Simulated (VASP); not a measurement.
Wanted: the native input for a VASP 6.6.1 run.

```yaml
Task: relaxation of cell and atoms
Functional: PBE
Potentials_or_basis: VASP PAW PBE potentials, release 64 (Be)
Cutoff: 600 eV
k_mesh: 19 × 19 × 11
Occupations: fermi-dirac, width 0.08 eV
Spin: no spin polarisation
Target_pressure: -1.3 GPa
Dipole_correction: no
Further_INCAR_settings: ALGO = Normal; EDIFF = 1e-06; IBRION = 2; EDIFFG = -0.005; NSW = 60; ISIF = 3
```

The structure of Be lies in POSCAR:

```
Be
1.0
    2.2471846443      0.0000000000      0.0000000000
   -1.1235923221      1.9461189889      0.0000000000
    0.0000000000      0.0000000000      3.6404391237
Be
2
Direct
    0.3333333333      0.6666666667      0.2500000000
    0.6666666667      0.3333333333      0.7500000000
```

One way to write it, as run:

INCAR

```
SYSTEM = Be
ALGO     = Normal         ! electronic algorithm
EDIFF    = 1E-6           ! SCF threshold, eV
EDIFFG   = -0.005         ! ionic threshold
ENCUT    = 600            ! plane-wave cutoff, eV
GGA      = PE             ! functional
IBRION   = 2              ! ionic algorithm
ISIF     = 3              ! what is computed and relaxed
ISMEAR   = -1             ! smearing method
LASPH    = .True.         ! aspherical terms in the spheres
LCHARG   = .False.        ! write CHGCAR
LREAL    = .False.        ! projectors in reciprocal space
LWAVE    = .False.        ! write WAVECAR
NELM     = 100            ! most SCF steps
NSW      = 60             ! ionic steps
PREC     = Accurate       ! precision mode
PSTRESS  = -13.0        
SIGMA    = 0.08           ! smearing width, eV
```

KPOINTS

```
k-points
0
Gamma
  19 19 11
  0 0 0
```

Potentials or basis: VASP PAW PBE potentials, release 64 (Be).

The run is started by

```sh
$ cat potpaw_PBE.64/Be/POTCAR > POTCAR
$ mpirun -np 1 vasp_std > vasp.out
```

It gave:

```json
{"Relaxed volume": "8.00 Å³/atom", "Relaxed cell": "a = 2.272 Å, b = 2.272 Å, c = 3.579 Å, α = 90.00°, β = 90.00°, γ = 120.00°", "Space group after relaxing (to 0.1 Å)": "P6_3/mmc (No. 194)", "Energy change on relaxing (the run minimises the enthalpy)": "-4.4 meV/atom", "Ionic steps": "7", "Pressure after relaxing": "-1.3 GPa", "Band gap on the k mesh": "zero (bands 2 and 3 overlap by 1.48 eV)"}
```

Caveat: the cell is relaxed towards a set pressure, so the run minimises the enthalpy, not the energy.

It took 20 s on 1 thread of Intel(R) Xeon(R) 6975P-C (Granite Rapids), on a shared host, peak memory 0.14 GiB.
